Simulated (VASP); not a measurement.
# Sb (P6_3/mmc) in VASP: a series of runs

Aim: see how the results for Sb move with the level of theory and the settings. Levels: HSE06, r2SCAN0, PBEsol-based global hybrid with 25 % exact exchange, B3LYP, PBE0. Tasks: single point, relaxation of cell and atoms.

All numbers are computed with VASP 6.6.1; they aren't measurements. Logs are shortened: lines on timing, memory, paths and dates and some standing lists are left out, and cuts for length are marked.

### 1 The cell of the first run

It takes space group P6_3/mmc (No. 194, hexagonal). The conventional cell has a = 3.399 Å, b = 3.399 Å, c = 5.542 Å, α = 90.00°, β = 90.00°, γ = 120.00°. Sb (site symmetry -6m2) has 12 Sb at 3.40 Å within 4.5 Å.

This isn't the form of Sb at room conditions, which is rhombohedral.

### 2 Single point, HSE06

POSCAR reads:

```
Sb
1.0
    3.3986760653      0.0000000000      0.0000000000
   -1.6993380327      2.9433398118      0.0000000000
    0.0000000000      0.0000000000      5.5421447030
Sb
2
Direct
    0.6666666667      0.3333333333      0.7500000000
    0.3333333333      0.6666666667      0.2500000000
```

INCAR.step1 reads:

```
SYSTEM = Sb
ALGO = Normal
EDIFF = 1E-5
ENCUT = 520
GGA = PE
ISIF = 2
ISMEAR = -1
LASPH = .TRUE.
LCHARG = .FALSE.
LREAL = .FALSE.
LWAVE = .TRUE.
NBANDS = 12
NELM = 80
PREC = Accurate
SIGMA = 0.05
```

INCAR.step2 reads:

```
SYSTEM = Sb
ALGO = Normal
EDIFF = 1E-6
ENCUT = 520
GGA = PE
HFSCREEN = 0.2079
ISIF = 2
ISMEAR = -1
ISTART = 1
LASPH = .TRUE.
LCHARG = .FALSE.
LHFCALC = .TRUE.
LREAL = .FALSE.
LWAVE = .FALSE.
NBANDS = 12
NELM = 80
PREC = Accurate
PRECFOCK = Normal
SIGMA = 0.05
```

KPOINTS reads:

```
k-points
0
G
  6 6 4
  0 0 0
```

Potentials or basis: VASP PAW PBE potentials, release 64 (Sb).

On the command line:

```sh
$ cat potpaw_PBE.64/Sb/POTCAR > POTCAR
$ cp INCAR.step1 INCAR
$ mpirun -np 1 vasp_std > vasp.out
$ cp INCAR.step2 INCAR
$ mpirun -np 1 vasp_std > vasp.out
```

OUTCAR:

```text
SYSTEM = Sb
   EDIFF = 1E-6
   ENCUT = 520
   GGA = PE
   HFSCREEN = 0.2079
   ISIF = 2
   ISMEAR = -1
   ISTART = 1
   LASPH = .TRUE.
   LHFCALC = .TRUE.
   LREAL = .FALSE.
   NELM = 80
   PREC = Accurate
   PRECFOCK = Normal

 ion  position               nearest neighbor table
   1  0.667  0.333  0.750-   2 3.40   2 3.40   2 3.40   2 3.40   2 3.40   2 3.40
   2  0.333  0.667  0.250-   1 3.40   1 3.40   1 3.40   1 3.40   1 3.40   1 3.40

  LATTYP: Found a hexagonal cell.
 ALAT       =     3.3986760653
 C/A-ratio  =     1.6306775334

  Lattice vectors:

 A1 = (   3.3986760653,   0.0000000000,   0.0000000000)
 A2 = (  -1.6993380327,   2.9433398118,   0.0000000000)
 A3 = (   0.0000000000,   0.0000000000,   5.5421447030)

Analysis of symmetry for initial positions (statically):
=====================================================================
 Subroutine PRICEL returns:
 Original cell was already a primitive cell.

 Routine SETGRP: Setting up the symmetry group for a
 hexagonal supercell.

 Subroutine GETGRP returns: Found 24 space group operations
 (whereof 12 operations were pure point group operations)
 out of a pool of 24 trial point group operations.

The static configuration has the point symmetry D_3d.
 The point group associated with its full space group is D_6h.

Analysis of symmetry for dynamics (positions and initial velocities):
=====================================================================
 Subroutine PRICEL returns:
 Original cell was already a primitive cell.

 Routine SETGRP: Setting up the symmetry group for a
 hexagonal supercell.

 Subroutine GETGRP returns: Found 24 space group operations
 (whereof 12 operations were pure point group operations)
 out of a pool of 24 trial point group operations.

The dynamic configuration has the point symmetry D_3d.
 The point group associated with its full space group is D_6h.

 Subroutine INISYM returns: Found 24 space group operations
 (whereof 12 operations are pure point group operations),
 and found     1 'primitive' translations

----------------------------------------------------------------------------------------

                                     Primitive cell

  volume of cell :      55.4406

  direct lattice vectors                    reciprocal lattice vectors
     3.398676065  0.000000000  0.000000000     0.294232219  0.169875051  0.000000000
    -1.699338033  2.943339812  0.000000000     0.000000000  0.339750102  0.000000000
     0.000000000  0.000000000  5.542144703     0.000000000  0.000000000  0.180435563

  length of vectors
     3.398676065  3.398676065  5.542144703     0.339750102  0.339750102  0.180435563

  position of ions in fractional coordinates (direct lattice)
     0.666666667  0.333333333  0.750000000
     0.333333333  0.666666667  0.250000000

  ion indices of the primitive-cell ions
   primitive index   ion index
                 1           1
                 2           2

----------------------------------------------------------------------------------------

 KPOINTS: k-points

Automatic generation of k-mesh.
 Grid dimensions read from file:
 generate k-points for:    6    6    4

 Generating k-lattice:

  Cartesian coordinates                     Fractional coordinates (reciprocal lattice)
     0.049038703  0.028312508  0.000000000     0.166666667  0.000000000  0.000000000
     0.000000000  0.056625017  0.000000000     0.000000000  0.166666667  0.000000000
     0.000000000  0.000000000  0.045108891     0.000000000  0.000000000  0.250000000

  Length of vectors
     0.056625017  0.056625017  0.045108891

  Shift w.r.t. Gamma in fractional coordinates (k-lattice)
     0.000000000  0.000000000  0.000000000

 Subroutine IBZKPT returns following result:
 ===========================================

 Found     21 irreducible k-points:

 Following reciprocal coordinates:
            Coordinates               Weight
  0.000000  0.000000  0.000000      1.000000
  0.166667  0.000000  0.000000      6.000000
  0.333333  0.000000  0.000000      6.000000
  0.500000  0.000000  0.000000      3.000000
  0.166667  0.166667  0.000000      6.000000
  0.333333  0.166667  0.000000     12.000000
[... 13 lines left out ...]
  0.333333  0.166667  0.500000     12.000000
  0.333333  0.333333  0.500000      2.000000
   k-points           NKPTS =     21   k-points in BZ     NKDIM =    144   number of bands    NBANDS=     12
   number of dos      NEDOS =    301   number of ions     NIONS =      2
   total plane-waves  NPLWV =  32928
   dimension x,y,z NGX =    28 NGY =   28 NGZ =   42
   dimension x,y,z NGXF=    56 NGYF=   56 NGZF=   84
   ions per type =               2
   NGX,Y,Z   is equivalent  to a cutoff of  13.70, 13.70, 12.60 a.u.
   NGXF,Y,Z  is equivalent  to a cutoff of  27.39, 27.39, 25.20 a.u.
 SYSTEM =  Sb
   PREC   = accura    normal or accurate (medium, high low for compatibility)
   ISTART =      1    job   : 0-new  1-cont  2-samecut
   ICHARG =      0    charge: 1-file 2-atom 10-const
   ISPIN  =      1    spin polarized calculation?
   LNONCOLLINEAR =      F non collinear calculations
   LSORBIT =      F    spin-orbit coupling
   LASPH  =      T    aspherical Exc in radial PAW
   ENCUT  =  520.0 eV  38.22 Ry    6.18 a.u.   6.32  6.32 10.30*2*pi/ulx,y,z
   NELM   =     80;   NELMIN=  2; NELMDL=  0     # of ELM steps
   EDIFF  = 0.1E-05   stopping-criterion for ELM
   LREAL  =      F    real-space projection
   EDIFFG = 0.1E-04   stopping-criterion for IOM
   NSW    =      0    number of steps for IOM
   IBRION =     -1    ionic relax: 0-MD 1-quasi-New 2-CG
   NFREE  =      0    steps in history (QN), initial steepest desc. (CG)
   ISIF   =      2    stress and relaxation
   ISYM   =      3    0-nonsym 1-usesym 2-fastsym
   POTIM  = 0.5000    time-step for ionic-motion
   TEBEG  =    0.0;   TEEND  =   0.0 temperature during run
   PSTRESS=    0.0 pullay stress
   NELECT =      10.0000    total number of electrons
   NUPDOWN=      -1.0000    fix difference up-down
   EMIN   =  10.00;   EMAX   =-10.00  energy-range for DOS
   EFERMI =   0.00;   METHOD = LEGACY
   ISMEAR =    -1;   SIGMA  =   0.05  broadening in eV -4-tet -1-fermi 0-gaus
   EFERMI_NEDOS =   21; number of points for ismear=-14 and -15
   IALGO  =     38    algorithm
   IMIX   =      1    mixing-type and parameters
     AMIX     =   0.40;   BMIX     =  1.00
     AMIX_MAG =   1.60;   BMIX_MAG =  1.00
  volume/ion in A,a.u.               =      27.72       187.07
  Fermi-wavevector in a.u.,A,eV,Ry     =   0.924980  1.747958 11.640971  0.855587
  Thomas-Fermi vector in A             =   2.050784
   LORBIT       =      0    0 simple, 1 ext, 2 COOP (PROOUT), +10 PAW based schemes
   GGA     = PE    functional components
   LHFCALC =     T    Hartree Fock is set to
   PRECFOCK=normal    Normal, Fast or Accurate (Low or Medium for compatibility)
   ENCUT4O =  -1.0   cutoff for four orbital integrals eV
   NKREDX  =     1    reduce k-point grid by
   NKREDY  =     1    reduce k-point grid by
   NKREDZ  =     1    reduce k-point grid by
   AEXX    =    0.2500 exact exchange contribution
   HFSCREEN=    0.2079 screening length (either q_TF or 0.3 A-1)
   HFSCREENC=   0.2079 screening length for correlation (either q_TF or 0.3 A-1)
   ENCUTFOCK=  -1.0 apply spherical cutoff to Coloumb kernel
   IVDW    =     0    specifies the selected vdW correction
   LEPSILON=     F    determine dielectric tensor
   LRPA    =     F    only Hartree local field effects (RPA)
 non-spin polarized calculation
  energy-cutoff  :      520.00
  volume of cell :       55.44
 maximum number of plane-waves:      1520
 NGX is ok and might be reduce to    28
  NGX = 20; NGY = 20; NGZ = 32

 number of electron      10.0000001 magnetization

 Free energy of the ion-electron system (eV)
  ---------------------------------------------------
  ext. energy  EPLUGINS =         0.00000000
  ---------------------------------------------------
  free energy    TOTEN  =        -9.47721651 eV

  energy without entropy =       -9.47432037  energy(sigma->0) =       -9.47576844

 E-fermi :   8.1956     XC(G=0):  -8.4011

 val. band max:        7.9547632398   @ k =   0.5000   0.0000   0.0000
 cond. band min:       8.3189353395   @ k =   0.1667   0.0000   0.0000
 fundamental gap:      0.3641720997
 Fermi energy:         8.1955814196

 k-point     1 :       0.0000    0.0000    0.0000
  band No.  band energies     occupation
      1      -6.1678      2.00000
      2      -2.1152      2.00000
      3       1.5825      2.00000
      4      11.9451      0.00000
      5      11.9451      0.00000
      6      13.6341      0.00000
      7      13.6341      0.00000
      8      13.8794      0.00000
      9      16.1878      0.00000
     10      17.5933      0.00000
     11      18.5064      0.00000
     12      18.5064      0.00000

 k-point     2 :       0.1667    0.0000    0.0000
  band No.  band energies     occupation
      1      -5.6452      2.00000
      2      -1.6599      2.00000
      3       2.1464      2.00000
      4       8.3189      0.15640
      5      10.5579      0.00000
      6      11.2571      0.00000
      7      13.1695      0.00000
      8      13.5265      0.00000
      9      15.2786      0.00000
     10      17.6719      0.00000
     11      18.3637      0.00000
     12      19.0255      0.00000

 k-point     3 :       0.3333    0.0000    0.0000
  band No.  band energies     occupation
      1      -4.1148      2.00000
      2      -0.5716      2.00000
      3       3.7643      2.00000
      4       4.0580      2.00000
      5       7.2968      2.00000
      6       9.0405      0.00000
      7      10.3699      0.00000
      8      12.4907      0.00000
      9      13.3924      0.00000
     10      16.4458      0.00000
     11      17.4144      0.00000
     12      18.0509      0.00000

 k-point     4 :       0.5000    0.0000    0.0000
  band No.  band energies     occupation
      1      -2.3253      2.00000
      2      -0.9152      2.00000
      3       3.2003      2.00000
      4       4.6023      2.00000
      5       5.5102      2.00000
      6       7.9548      1.98394
      7       8.4809      0.00663
      8      12.0102      0.00000
      9      12.8134      0.00000
     10      16.1105      0.00000
     11      17.0334      0.00000
     12      17.6638      0.00000

 k-point     5 :       0.1667    0.1667    0.0000
  band No.  band energies     occupation
      1      -4.6145      2.00000
      2      -0.8478      2.00000
      3       3.2447      2.00000
      4       5.8803      2.00000
      5       6.9228      2.00000
      6       9.9557      0.00000
      7      11.0032      0.00000
      8      11.5206      0.00000
      9      15.3700      0.00000
     10      16.7060      0.00000
     11      17.3631      0.00000
     12      18.3052      0.00000
[... 183 lines left out ...]
      1      -1.3844      2.00000
      2      -1.3844      2.00000
      3       2.1369      2.00000
      4       2.1369      2.00000
      5       9.8177      0.00000
      6       9.8177      0.00000
      7       9.9661      0.00000
      8       9.9661      0.00000
      9      14.2858      0.00000
     10      14.2858      0.00000
     11      14.9615      0.00000
     12      14.9615      0.00000

 k-point    19 :       0.1667    0.1667    0.5000
  band No.  band energies     occupation
      1      -3.3336      2.00000
      2      -3.3336      2.00000
      3       6.2017      2.00000
      4       6.2017      2.00000
      5       8.3496      0.08782
      6       8.3496      0.08782
      7       9.6857      0.00000
      8       9.6857      0.00000
      9      16.7812      0.00000
     10      16.7812      0.00000
     11      18.6471      0.00000
     12      18.6471      0.00000

 k-point    20 :       0.3333    0.1667    0.5000
  band No.  band energies     occupation
      1      -1.6046      2.00000
      2      -1.6046      2.00000
      3       3.2477      2.00000
      4       3.2477      2.00000
      5       6.9540      2.00000
      6       6.9540      2.00000
      7      10.5898      0.00000
      8      10.5898      0.00000
      9      15.6600      0.00000
     10      15.6600      0.00000
     11      17.2624      0.00000
     12      17.2624      0.00000

 k-point    21 :       0.3333    0.3333    0.5000
  band No.  band energies     occupation
      1      -0.6819      2.00000
      2      -0.6819      2.00000
      3       3.3180      2.00000
      4       3.3180      2.00000
      5       4.4679      2.00000
      6       4.4679      2.00000
      7      11.3218      0.00000
      8      11.3218      0.00000
      9      15.9315      0.00000
     10      15.9315      0.00000
     11      16.5233      0.00000
     12      16.5233      0.00000

------------------------ aborting loop because EDIFF is reached ----------------------------------------

  FORCE on cell =-STRESS in cart. coord.  units (eV):
  Direction    XX          YY          ZZ          XY          YZ          ZX
  --------------------------------------------------------------------------------------
  -------------------------------------------------------------------------------------
  Total       -1.9548098     -1.9548098     -0.0858284      0.0000000      0.0000000      0.0000000
  in kB      -56.4920132    -56.4920132     -2.4803545      0.0000000      0.0000000      0.0000000
  external PRESSURE =     -38.4881270 kB  Pullay stress =       0.0000000 kB

 VOLUME and BASIS-vectors are now :
 -----------------------------------------------------------------------------
  energy-cutoff  :      520.00
  volume of cell :       55.44
      direct lattice vectors                 reciprocal lattice vectors
     3.398676065  0.000000000  0.000000000     0.294232219  0.169875051  0.000000000
    -1.699338033  2.943339812  0.000000000     0.000000000  0.339750102  0.000000000
     0.000000000  0.000000000  5.542144703     0.000000000  0.000000000  0.180435563

 POSITION                                       TOTAL-FORCE (eV/Angst)
 -----------------------------------------------------------------------------------
      1.69934      0.98111      4.15661         0.000000     -0.000000     -0.000000
     -0.00000      1.96223      1.38554        -0.000000      0.000000      0.000000
 -----------------------------------------------------------------------------------
    total drift:                               -0.000000     -0.000000     -0.000000

  FREE ENERGIE OF THE ION-ELECTRON SYSTEM (eV)
  ---------------------------------------------------
  free  energy   TOTEN  =        -9.4772165096 eV

  energy  without entropy=       -9.4743203730  energy(sigma->0) =       -9.47576844
```

Wall time 47 min (1 thread of Intel Xeon Platinum 8259CL at 2.50GHz (Skylake/Cascade Lake), shared host); peak memory 0.28 GiB.

What came out:

* Free energy: -9.4772 eV
* Pressure: -3.8 GPa
* Band gap on the k mesh: zero (bands 5 and 6 overlap by 8.32 eV)

Caveat: the stress differs along the axes, from -6 to -0 GPa; the PAW data sets were made with another functional, which shifts forces and pressure a little; spin-orbit coupling is left out, which moves the levels of the heavy elements.

### 3 Single point, r2SCAN0

This run uses another cell than the first one, of 26.65 Å³/atom.

POSCAR reads:

```
Sb
1.0
    3.3545324186      0.0000000000      0.0000000000
   -1.6772662093      2.9051102923      0.0000000000
    0.0000000000      0.0000000000      5.4701606500
Sb
2
Direct
    0.6666666667      0.3333333333      0.7500000000
    0.3333333333      0.6666666667      0.2500000000
```

INCAR.step1 reads:

```
PREC     = Accurate       # precision mode
ENCUT    = 440            # plane-wave cutoff, eV
EDIFF    = 1E-5           # SCF threshold, eV
ISMEAR   = -1             # smearing method
SIGMA    = 0.05           # smearing width, eV
LREAL    = F              # projectors in reciprocal space
LASPH    = T              # aspherical terms in the spheres
NELM     = 120            # most SCF steps
ALGO     = Normal         # electronic algorithm
ISIF     = 2              # what is computed and relaxed
LWAVE    = T              # write WAVECAR
LCHARG   = F              # write CHGCAR
NBANDS   = 22             # bands
GGA      = PE             # functional
GGA_COMPAT= F
```

INCAR.step2 reads:

```
PREC     = Accurate       # precision mode
ENCUT    = 440            # plane-wave cutoff, eV
EDIFF    = 1E-6           # SCF threshold, eV
ISMEAR   = -1             # smearing method
SIGMA    = 0.05           # smearing width, eV
LREAL    = F              # projectors in reciprocal space
LASPH    = T              # aspherical terms in the spheres
NELM     = 120            # most SCF steps
ALGO     = Normal         # electronic algorithm
ISIF     = 2              # what is computed and relaxed
LWAVE    = F              # write WAVECAR
LCHARG   = F              # write CHGCAR
METAGGA  = R2SCAN         # meta-GGA
LHFCALC  = T              # exact exchange
AEXX     = 0.25           # exact-exchange fraction
LMIXTAU  = T            
PRECFOCK = Normal       
NBANDS   = 22             # bands
ISTART   = 1            
GGA_COMPAT= F
```

KPOINTS reads:

```
Automatic mesh
0
Gamma
  5 5 3
```

Potentials or basis: VASP PAW PBE potentials, release 64 (Sb_d_GW).

On the command line:

```sh
$ cat potpaw_PBE.64/Sb_d_GW/POTCAR > POTCAR
$ cp INCAR.step1 INCAR
$ mpirun -np 1 vasp_std > vasp.out
$ cp INCAR.step2 INCAR
$ mpirun -np 1 vasp_std > vasp.out
```

Wall time 15 min (1 thread of Intel Xeon Platinum 8488C (Sapphire Rapids), shared host); peak memory 0.18 GiB.

It converged, with:

| Quantity | Value |
| --- | --- |
| Free energy | -42.6492 eV |
| Pressure | -2.6 GPa |
| Band gap on the k mesh | zero (bands 15 and 16 overlap by 7.58 eV) |

Stress tensor (GPa, compression positive):
```
-4.63  0.00  0.00
 0.00 -4.63  0.00
 0.00  0.00  1.50
```

Levels at points of the mesh, in eV from the Fermi level:
| k point | band 13 | band 14 | band 15 | band 16 | band 17 | band 18 |
| --- | --- | --- | --- | --- | --- | --- |
| (0.00, 0.00, 0.00) | -7.31 | 4.69 | 4.69 | 6.61 | 6.61 | 6.91 |

Caveat: the k points lie up to 0.43 Å⁻¹ apart, too coarse for converged energies and pressures of a metal; the PAW data sets were made with another functional, which shifts forces and pressure a little; spin-orbit coupling is left out, which moves the levels of the heavy elements.

(Continued in part 2 of 2.)

The gap in the log of VASP goes by the Fermi energy; the results here count the filled bands.